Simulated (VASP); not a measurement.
# BAs (F-43m) in VASP: a series of runs, part 2 of 2

VASP 6.6.1.

## (4) Electric field gradients, PBE (volume scaled by 1.04)

INCAR reads:

```
ALGO     = Normal         # electronic algorithm
EDIFF    = 1E-8           # SCF threshold, eV
ENCUT    = 520            # plane-wave cutoff, eV
GGA      = PE             # functional
ISIF     = 2              # what is computed and relaxed
ISMEAR   = -1             # smearing method
LASPH    = True           # aspherical terms in the spheres
LCHARG   = False          # write CHGCAR
LEFG     = True         
LREAL    = False          # projectors in reciprocal space
LWAVE    = False          # write WAVECAR
NBANDS   = 11             # bands
NELM     = 80             # most SCF steps
PREC     = Accurate       # precision mode
SIGMA    = 0.05           # smearing width, eV
```

KPOINTS reads:

```
k-points
0
Gamma
  13 13 13
```

POSCAR reads:

```
BAs
1.0
    0.0000000000      2.4199312360      2.4199312360
    2.4199312360      0.0000000000      2.4199312360
    2.4199312360      2.4199312360      0.0000000000
B As
1 1
Direct
    0.0000000000      0.0000000000      0.0000000000
    0.7500000000      0.7500000000      0.7500000000
```

Potentials or basis: VASP PAW PBE potentials, release 64 (B, As).

The run is started by

```sh
$ cat potpaw_PBE.64/B/POTCAR potpaw_PBE.64/As/POTCAR > POTCAR
$ mpirun -np 1 vasp_std > vasp.out
```

OUTCAR:

```text
EDIFF = 1E-8
   ENCUT = 520
   GGA = PE
   ISIF = 2
   ISMEAR = -1
   LASPH = True
   LREAL = False
   NELM = 80
   PREC = Accurate

 ion  position               nearest neighbor table
   1  0.000  0.000  0.000-   2 2.10   2 2.10   2 2.10   2 2.10
   2  0.750  0.750  0.750-   1 2.10   1 2.10   1 2.10   1 2.10

  LATTYP: Found a face centered cubic cell.
 ALAT       =     4.8398624720

  Lattice vectors:

 A1 = (   0.0000000000,   2.4199312360,   2.4199312360)
 A2 = (   2.4199312360,   0.0000000000,   2.4199312360)
 A3 = (   2.4199312360,   2.4199312360,   0.0000000000)

Analysis of symmetry for initial positions (statically):
=====================================================================
 Subroutine PRICEL returns:
 Original cell was already a primitive cell.

 Routine SETGRP: Setting up the symmetry group for a
 face centered cubic supercell.

 Subroutine GETGRP returns: Found 24 space group operations
 (whereof 24 operations were pure point group operations)
 out of a pool of 48 trial point group operations.

The static configuration has the point symmetry T_d .

Analysis of symmetry for dynamics (positions and initial velocities):
=====================================================================
 Subroutine PRICEL returns:
 Original cell was already a primitive cell.

 Routine SETGRP: Setting up the symmetry group for a
 face centered cubic supercell.

 Subroutine GETGRP returns: Found 24 space group operations
 (whereof 24 operations were pure point group operations)
 out of a pool of 48 trial point group operations.

The dynamic configuration has the point symmetry T_d .

 Subroutine INISYM returns: Found 24 space group operations
 (whereof 24 operations are pure point group operations),
 and found     1 'primitive' translations

----------------------------------------------------------------------------------------

                                     Primitive cell

  volume of cell :      28.3426

  direct lattice vectors                    reciprocal lattice vectors
     0.000000000  2.419931236  2.419931236    -0.206617441  0.206617441  0.206617441
     2.419931236  0.000000000  2.419931236     0.206617441 -0.206617441  0.206617441
     2.419931236  2.419931236  0.000000000     0.206617441  0.206617441 -0.206617441

  length of vectors
     3.422299574  3.422299574  3.422299574     0.357871906  0.357871906  0.357871906

  position of ions in fractional coordinates (direct lattice)
     0.000000000  0.000000000  0.000000000
     0.750000000  0.750000000  0.750000000

  ion indices of the primitive-cell ions
   primitive index   ion index
                 1           1
                 2           2

----------------------------------------------------------------------------------------

 KPOINTS: k-points

Automatic generation of k-mesh.
 Grid dimensions read from file:
 generate k-points for:   13   13   13

 Generating k-lattice:

  Cartesian coordinates                     Fractional coordinates (reciprocal lattice)
[... 78 lines left out ...]
   IMIX   =      4    mixing-type and parameters
     AMIX     =   0.40;   BMIX     =  1.00
     AMIX_MAG =   1.60;   BMIX_MAG =  1.00
  volume/ion in A,a.u.               =      14.17        95.63
  Fermi-wavevector in a.u.,A,eV,Ry     =   1.073887  2.029352 15.690683  1.153233
  Thomas-Fermi vector in A             =   2.209699
   LORBIT       =      0    0 simple, 1 ext, 2 COOP (PROOUT), +10 PAW based schemes
   GGA     = PE    functional components
   LHFCALC =     F    Hartree Fock is set to
   AEXX    =    0.0000 exact exchange contribution
   IVDW    =     0    specifies the selected vdW correction
   LEPSILON=     F    determine dielectric tensor
   LRPA    =     F    only Hartree local field effects (RPA)
 non-spin polarized calculation
  energy-cutoff  :      520.00
  volume of cell :       28.34
 maximum number of plane-waves:       774
 NGX is ok and might be reduce to    28
   NGX = 13   NGY = 13   NGZ = 13

 number of electron       8.0000000 magnetization

 Free energy of the ion-electron system (eV)
  ---------------------------------------------------
  ext. energy  EPLUGINS =         0.00000000
  ---------------------------------------------------
  free energy    TOTEN  =       -11.41173563 eV

  energy without entropy =      -11.41173560  energy(sigma->0) =      -11.41173562

 E-fermi :   6.2939     XC(G=0): -10.4151

 val. band max:        5.7002516777   @ k =   0.0000   0.0000   0.0000
 cond. band min:       6.9190871764   @ k =   0.3846   0.3846   0.0000
 fundamental gap:      1.2188354987
 Fermi energy:         6.2938739377

 k-point     1 :       0.0000    0.0000    0.0000
  band No.  band energies     occupation
      1      -9.3491      2.00000
      2       5.7003      1.99999
      3       5.7003      1.99999
      4       5.7003      1.99999
      5       8.9286      0.00000
      6       8.9286      0.00000
      7       8.9286      0.00000
      8       9.8939      0.00000
      9      15.0972      0.00000
     10      18.4942      0.00000
     11      18.4942      0.00000
[... 309 lines left out ...]
 k-point    24 :       0.4615    0.1538    0.0000
  band No.  band energies     occupation
      1      -6.7328      2.00000
      2      -1.9263      2.00000
      3       2.5129      2.00000
      4       3.2509      2.00000
      5       8.7083      0.00000
      6      10.8685      0.00000
      7      11.8829      0.00000
      8      13.4825      0.00000
      9      17.2385      0.00000
     10      19.4803      0.00000
     11      20.4304      0.00000

 [... further k-points ...]

------------------------ aborting loop because EDIFF is reached ----------------------------------------

  FORCE on cell =-STRESS in cart. coord.  units (eV):
  Direction    XX          YY          ZZ          XY          YZ          ZX
  --------------------------------------------------------------------------------------
  -------------------------------------------------------------------------------------
  Total       -0.3283757     -0.3283757     -0.3283757     -0.0000000      0.0000000     -0.0000000
  in kB      -18.5627590    -18.5627590    -18.5627590     -0.0000000      0.0000000     -0.0000000
  external PRESSURE =     -18.5627590 kB  Pullay stress =       0.0000000 kB

 VOLUME and BASIS-vectors are now :
 -----------------------------------------------------------------------------
  energy-cutoff  :      520.00
  volume of cell :       28.34
      direct lattice vectors                 reciprocal lattice vectors
     0.000000000  2.419931236  2.419931236    -0.206617441  0.206617441  0.206617441
     2.419931236  0.000000000  2.419931236     0.206617441 -0.206617441  0.206617441
     2.419931236  2.419931236  0.000000000     0.206617441  0.206617441 -0.206617441

 POSITION                                       TOTAL-FORCE (eV/Angst)
 -----------------------------------------------------------------------------------
      0.00000      0.00000      0.00000        -0.000000     -0.000000     -0.000000
      3.62990      3.62990      3.62990         0.000000      0.000000      0.000000
 -----------------------------------------------------------------------------------
    total drift:                                0.000000      0.000000      0.000000

  FREE ENERGIE OF THE ION-ELECTRON SYSTEM (eV)
  ---------------------------------------------------
  free  energy   TOTEN  =       -11.4117356321 eV

  energy  without entropy=      -11.4117355984  energy(sigma->0) =      -11.41173562

 Electric field gradients (V/A^2)
---------------------------------------------------------------------
 ion       V_xx      V_yy      V_zz      V_xy      V_xz      V_yz
---------------------------------------------------------------------
   1      -0.000     0.000    -0.000    -0.000    -0.000    -0.000
   2       0.000    -0.000    -0.000     0.000     0.000     0.000
---------------------------------------------------------------------

 Electric field gradients after diagonalization (V/A^2)
 (convention: |V_zz| > |V_xx| > |V_yy|)
----------------------------------------------------------------------
 ion       V_xx      V_yy      V_zz     asymmetry (V_yy - V_xx)/ V_zz
----------------------------------------------------------------------
   1       0.000     0.000    -0.000       0.000
   2      -0.000    -0.000     0.000       0.000
----------------------------------------------------------------------

           NMR quadrupolar parameters

 Cq : quadrupolar parameter    Cq=e*Q*V_zz/h
 eta: asymmetry parameters     (V_yy - V_xx)/ V_zz
 Q  : nuclear electric quadrupole moment in mb (millibarn)
----------------------------------------------------------------------
 ion       Cq(MHz)       eta       Q (mb)
----------------------------------------------------------------------
   1      -0.000       0.000       1.000
   2       0.000       0.000       1.000
----------------------------------------------------------------------
```

It took 55 s on 1 thread of AMD EPYC 7R13, shared host; peak memory 0.14 GiB.

What came out:

```
Free energy            : -11.4117 eV
Pressure               : -1.9 GPa
Band gap on the k mesh : 1.22 eV, indirect (least direct gap 3.23 eV)
```

Levels at points of the mesh, in eV from the valence-band top:
```tsv
k point	band 2	band 3	band 4	band 5	band 6	band 7
(0.00, 0.00, 0.00)	0.00	0.00	0.00	3.23	3.23	3.23
```

Caveat: without QUAD_EFG the Cq values of the log hold for a quadrupole moment of 1 mb, not for the nuclei. A k mesh can miss the band edges.
